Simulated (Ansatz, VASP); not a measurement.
## Two plane-wave programs on MgO

```xyz
8
Lattice="4.1607 0.0000 0.0000 0.0000 -4.1607 0.0000 0.0000 0.0000 -4.1607" Properties=species:S:1:pos:R:3 pbc="T T T"
Mg   -0.0735   -4.2343   -4.6807
Mg    2.0804   -2.0804   -4.1607
Mg    2.0804   -4.1607   -2.0804
Mg    0.0000   -2.0804   -2.0804
O     2.0804    0.0000    0.0000
O     0.0000   -2.0804    0.0000
O     0.0000    0.0000   -2.0804
O     2.0804   -2.0804   -2.0804
```

Alike in both runs: task single point; functional LDA; k mesh 6 × 6 × 6; occupations gaussian, width 0.05 eV; no spin polarisation.

|  | VASP | Ansatz |
| --- | --- | --- |
| version | VASP 6.6.1 | Ansatz 0.2.0 |
| potentials or method | VASP PAW LDA potentials, release 64 (Mg, O), cutoff 520 eV | scalar-relativistic, plane waves, PAW |
| valence electrons in the cell | 32 | 64 |

Ansatz gave:

- gap on the k mesh at the Fermi level (eV): 4.91
- least direct gap on the mesh (eV): 4.91
- pressure (GPa): 12.1
- traceless stress, the component that is largest in VASP (GPa): 21.48
- rms of the force components (eV/Å): 3.242

Task: Which values does VASP return?

Result: gap on the k mesh at the Fermi level (eV): 4.91; least direct gap on the mesh (eV): 4.91; pressure (GPa): 11.2; traceless stress, the component that is largest in VASP (GPa): 23.02; rms of the force components (eV/Å): 3.453.

Ansatz warns that its potentials were made for another functional, while VASP's fit it. LDA's correlation is that of Perdew and Zunger in VASP and of Perdew and Wang (1992) in Ansatz. Atom by atom the forces differ by 0.214 eV/Å (rms over components). VASP's potentials hold 32 valence electrons a cell and Ansatz's 64, so a difference there can come from the potentials and not from the codes.
